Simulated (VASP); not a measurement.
# GaN (P6_3mc) in VASP: single point with PBE

Aim: the single point of GaN with PBE.

All numbers are computed with VASP 6.6.1; they aren't measurements. Logs are shortened: lines on timing, memory, paths and dates and some standing lists are left out, and cuts for length are marked.

### 1 The cell of the first run

The structure is hexagonal, space group P6_3mc (No. 186). Conventional cell: a = 3.180 Å, b = 3.180 Å, c = 5.166 Å, α = 90.00°, β = 90.00°, γ = 120.00°. Within 2.6 Å of Ga (site symmetry 3m) lie 4 N at 1.94 to 1.95 Å. Within 2.6 Å of N (site symmetry 3m) lie 4 Ga at 1.94 to 1.95 Å.

### 2 Single point, PBE

INCAR

```
PREC = Accurate ; ENCUT = 520
EDIFF = 1E-7 ; ISMEAR = 1
SIGMA = 0.1 ; LREAL = False
LASPH = True ; NELM = 60
ALGO = Normal ; ISIF = 2
LWAVE = False ; LCHARG = False
GGA = PE ; NBANDS = 26
```

KPOINTS

```
regular mesh
0
Gamma
  6 6 4
```

POSCAR

```
GaN
1.0
    3.1800000000      0.0000000000      0.0000000000
   -1.5900000000      2.7539607800      0.0000000000
    0.0000000000      0.0000000000      5.1660000000
Ga N
2 2
Direct
    0.3333333333      0.6666666667      0.0000000000
    0.6666666667      0.3333333333      0.5000000000
    0.3333333333      0.6666666667      0.3750000000
    0.6666666667      0.3333333333      0.8750000000
```

Potentials or basis: VASP PAW PBE potentials, release 64 (Ga_d, N).

The run is started by

```
$ cat potpaw_PBE.64/Ga_d/POTCAR potpaw_PBE.64/N/POTCAR > POTCAR
$ mpirun -np 1 vasp_std > vasp.out
```

OUTCAR:

```text
PREC = Accurate
   ENCUT = 520
   EDIFF = 1E-7
   ISMEAR = 1
   LREAL = False
   LASPH = True
   NELM = 60
   ISIF = 2
   GGA = PE

 ion  position               nearest neighbor table
   1  0.333  0.667  0.000-   3 1.94   4 1.95   4 1.95   4 1.95
   2  0.667  0.333  0.500-   4 1.94   3 1.95   3 1.95   3 1.95
   3  0.333  0.667  0.375-   1 1.94   2 1.95   2 1.95   2 1.95
   4  0.667  0.333  0.875-   2 1.94   1 1.95   1 1.95   1 1.95

  LATTYP: Found a hexagonal cell.
 ALAT       =     3.1800000000
 C/A-ratio  =     1.6245283019

  Lattice vectors:

 A1 = (   3.1800000000,   0.0000000000,   0.0000000000)
 A2 = (  -1.5900000000,   2.7539607800,   0.0000000000)
 A3 = (   0.0000000000,   0.0000000000,   5.1660000000)

Analysis of symmetry for initial positions (statically):
=====================================================================
 Subroutine PRICEL returns:
 Original cell was already a primitive cell.

 Routine SETGRP: Setting up the symmetry group for a
 hexagonal supercell.

 Subroutine GETGRP returns: Found 12 space group operations
 (whereof  6 operations were pure point group operations)
 out of a pool of 24 trial point group operations.

The static configuration has the point symmetry C_3v.
 The point group associated with its full space group is C_6v.

Analysis of symmetry for dynamics (positions and initial velocities):
=====================================================================
 Subroutine PRICEL returns:
 Original cell was already a primitive cell.

 Routine SETGRP: Setting up the symmetry group for a
 hexagonal supercell.

 Subroutine GETGRP returns: Found 12 space group operations
 (whereof  6 operations were pure point group operations)
 out of a pool of 24 trial point group operations.

The dynamic configuration has the point symmetry C_3v.
 The point group associated with its full space group is C_6v.

 Subroutine INISYM returns: Found 12 space group operations
 (whereof  6 operations are pure point group operations),
 and found     1 'primitive' translations

----------------------------------------------------------------------------------------

                                     Primitive cell

  volume of cell :      45.2417

  direct lattice vectors                    reciprocal lattice vectors
     3.180000000  0.000000000  0.000000000     0.314465409  0.181556689  0.000000000
[... 85 lines left out ...]
   NELM   =     60;   NELMIN=  2; NELMDL= -5     # of ELM steps
   EDIFF  = 0.1E-06   stopping-criterion for ELM
   LREAL  =      F    real-space projection
   EDIFFG = 0.1E-05   stopping-criterion for IOM
   NSW    =      0    number of steps for IOM
   IBRION =     -1    ionic relax: 0-MD 1-quasi-New 2-CG
   NFREE  =      0    steps in history (QN), initial steepest desc. (CG)
   ISIF   =      2    stress and relaxation
   ISYM   =      2    0-nonsym 1-usesym 2-fastsym
   POTIM  = 0.5000    time-step for ionic-motion
   TEBEG  =    0.0;   TEEND  =   0.0 temperature during run
   PSTRESS=    0.0 pullay stress
   NELECT =      36.0000    total number of electrons
   NUPDOWN=      -1.0000    fix difference up-down
   EMIN   =  10.00;   EMAX   =-10.00  energy-range for DOS
   EFERMI =   0.00;   METHOD = LEGACY
   ISMEAR =     1;   SIGMA  =   0.10  broadening in eV -4-tet -1-fermi 0-gaus
   EFERMI_NEDOS =   21; number of points for ismear=-14 and -15
   IALGO  =     38    algorithm
   IMIX   =      4    mixing-type and parameters
     AMIX     =   0.40;   BMIX     =  1.00
     AMIX_MAG =   1.60;   BMIX_MAG =  1.00
  volume/ion in A,a.u.               =      11.31        76.33
  Fermi-wavevector in a.u.,A,eV,Ry     =   1.517036  2.866782 31.312427  2.301398
  Thomas-Fermi vector in A             =   2.626345
   LORBIT       =      0    0 simple, 1 ext, 2 COOP (PROOUT), +10 PAW based schemes
   GGA     = PE    functional components
   LHFCALC =     F    Hartree Fock is set to
   AEXX    =    0.0000 exact exchange contribution
   IVDW    =     0    specifies the selected vdW correction
   LEPSILON=     F    determine dielectric tensor
   LRPA    =     F    only Hartree local field effects (RPA)
 non-spin polarized calculation
 Methfessel and Paxton  Order N= 1 SIGMA  =   0.10
  energy-cutoff  :      520.00
  volume of cell :       45.24
 maximum number of plane-waves:      1236
 NGX is ok and might be reduce to    24
   NGX = 11   NGY = 11   NGZ = 19

 number of electron      36.0000002 magnetization

 Free energy of the ion-electron system (eV)
  ---------------------------------------------------
  ext. energy  EPLUGINS =         0.00000000
  ---------------------------------------------------
  free energy    TOTEN  =       -24.28062756 eV

  energy without entropy =      -24.28077414  energy(sigma->0) =      -24.28067642

 E-fermi :   5.5109     XC(G=0): -11.7216

 val. band max:        5.4346779075   @ k =   0.0000   0.0000   0.0000
 cond. band min:       7.4065003060   @ k =   0.0000   0.0000   0.0000
 fundamental gap:      1.9718223986
 Fermi energy:         5.5108553872

 k-point     1 :       0.0000    0.0000    0.0000
  band No.  band energies     occupation
      1     -10.6361      2.00000
      2      -9.6765      2.00000
      3      -8.0236      2.00000
      4      -8.0022      2.00000
      5      -8.0022      2.00000
      6      -7.9376      2.00000
[... 598 lines left out ...]
     25      19.4879      0.00000
     26      19.4891      0.00000

------------------------ aborting loop because EDIFF is reached ----------------------------------------

  FORCE on cell =-STRESS in cart. coord.  units (eV):
  Direction    XX          YY          ZZ          XY          YZ          ZX
  --------------------------------------------------------------------------------------
  -------------------------------------------------------------------------------------
  Total        1.8600863      1.8600862      2.4577772      0.0000000      0.0000000      0.0000000
  in kB       65.8725374     65.8725372     87.0389869      0.0000000      0.0000000      0.0000000
  external PRESSURE =      72.9280205 kB  Pullay stress =       0.0000000 kB

 VOLUME and BASIS-vectors are now :
 -----------------------------------------------------------------------------
  energy-cutoff  :      520.00
  volume of cell :       45.24
      direct lattice vectors                 reciprocal lattice vectors
     3.180000000  0.000000000  0.000000000     0.314465409  0.181556689  0.000000000
    -1.590000000  2.753960780  0.000000000     0.000000000  0.363113377  0.000000000
     0.000000000  0.000000000  5.166000000     0.000000000  0.000000000  0.193573364

 POSITION                                       TOTAL-FORCE (eV/Angst)
 -----------------------------------------------------------------------------------
     -0.00000      1.83597      0.00000         0.000000     -0.000000     -0.133927
      1.59000      0.91799      2.58300        -0.000000      0.000000     -0.133927
     -0.00000      1.83597      1.93725         0.000000      0.000000      0.133927
      1.59000      0.91799      4.52025        -0.000000     -0.000000      0.133927
 -----------------------------------------------------------------------------------
    total drift:                               -0.000001     -0.000001     -0.000258

  FREE ENERGIE OF THE ION-ELECTRON SYSTEM (eV)
  ---------------------------------------------------
  free  energy   TOTEN  =       -24.2806275570 eV

  energy  without entropy=      -24.2807741367  energy(sigma->0) =      -24.28067642
```

OSZICAR:

```text
N       E                     dE             d eps       ncg     rms          rms(c)
DAV:   1     0.272599532858E+03    0.27260E+03   -0.17525E+04  1244   0.256E+03
DAV:   2     0.605001059437E+01   -0.26655E+03   -0.25031E+03  1196   0.486E+02
DAV:   3    -0.272371473236E+02   -0.33287E+02   -0.32810E+02  1278   0.140E+02
DAV:   4    -0.283171823177E+02   -0.10800E+01   -0.10764E+01  1324   0.271E+01
DAV:   5    -0.283349728593E+02   -0.17791E-01   -0.17781E-01  1356   0.331E+00    0.110E+01
DAV:   6    -0.241994799258E+02    0.41355E+01   -0.99808E+00  1804   0.495E+01    0.307E+00
DAV:   7    -0.242988213871E+02   -0.99341E-01   -0.14398E+00  1138   0.902E+00    0.273E+00
DAV:   8    -0.242936413565E+02    0.51800E-02   -0.13903E-01  1768   0.512E+00    0.758E-01
DAV:   9    -0.242800903754E+02    0.13551E-01   -0.46220E-02  1740   0.370E+00    0.338E-01
DAV:  10    -0.242806763164E+02   -0.58594E-03   -0.40146E-03  1150   0.415E-01    0.668E-02
DAV:  11    -0.242806267862E+02    0.49530E-04   -0.45677E-04  1598   0.399E-01    0.377E-02
DAV:  12    -0.242806255636E+02    0.12226E-05   -0.52969E-05  1406   0.652E-02    0.133E-02
DAV:  13    -0.242806275211E+02   -0.19575E-05   -0.18744E-05  1676   0.499E-02    0.147E-02
DAV:  14    -0.242806275477E+02   -0.26650E-07   -0.34429E-06  1152   0.149E-02    0.703E-03
DAV:  15    -0.242806275570E+02   -0.93360E-08   -0.30113E-07  1222   0.386E-03
   1 F= -.24280628E+02 E0= -.24280676E+02  d E =0.146580E-03
```

Run time: 14 s. Hardware: 1 thread of Intel Xeon Platinum 8488C (Sapphire Rapids), shared host; peak memory 0.16 GiB.

Results:

| Property | Result |
| --- | --- |
| Free energy | -24.2806 eV |
| Pressure | 7.3 GPa |
| Largest force | 0.134 eV/Å |
| Band gap on the k mesh | 1.97 eV, direct |

Forces in eV/Å, atoms in the order of the input:
```
Ga   0.000  0.000 -0.134
Ga   0.000  0.000 -0.134
N    0.000  0.000  0.134
N    0.000  0.000  0.134
```
